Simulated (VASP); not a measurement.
GaN:

```
Ga N
1.0
     3.18893    0.00000    0.00000
    -1.59447    2.76169    0.00000
     0.00000    0.00000    5.19236
Ga N
2 2
Direct
  0.66667 0.33333 0.49908
  0.33333 0.66667 0.99908
  0.66667 0.33333 0.87592
  0.33333 0.66667 0.37592
```

| Quantity | Value |
| --- | --- |
| Program | VASP 6.6.1 |
| Task | relaxation of cell and atoms |
| Functional | PBE |
| Potentials or basis | VASP PAW PBE potentials, release 64 (Ga_d, N) |
| Cutoff | 600 eV |
| k mesh | 10 × 10 × 6 |
| Occupations | gaussian, width 0.01 eV |
| Spin | no spin polarisation |

At the start: pressure 5.1 GPa; volume 11.43 Å³/atom.

Problem. How do energy, volume and symmetry change on relaxing?

Solution. Over 8 steps the energy falls by 5.0 meV/atom and the volume is 11.75 Å³/atom (+2.8 %); space group P6_3mc (No. 186, to 0.1 Å) before and after.

The path:
| step | energy change (eV) | largest force (eV/Å) | pressure (GPa) | volume (Å³) |
| --- | --- | --- | --- | --- |
| 1 | 0.0000 | 0.0058 | 5.05 | 45.73 |
| 2 | -0.0061 | 0.0043 | -3.79 | 48.15 |
| 3 | -0.0200 | 0.0002 | 0.02 | 47.03 |
| 4 | -0.0199 | 0.0001 | -0.47 | 47.05 |
| 5 | -0.0196 | 0.0039 | 0.69 | 46.84 |
| 6 | -0.0199 | 0.0010 | 0.06 | 47.00 |
| 7 | -0.0200 | 0.0010 | 0.04 | 47.01 |
| 8 | -0.0200 | 0.0008 | -0.04 | 47.01 |

Final structure:
```
Ga N
1.0
     3.21818    0.00000    0.00000
    -1.60909    2.78703    0.00000
     0.00000    0.00000    5.24176
Ga N
2 2
Direct
  0.66667 0.33333 0.49911
  0.33333 0.66667 0.99911
  0.66667 0.33333 0.87589
  0.33333 0.66667 0.37589
```
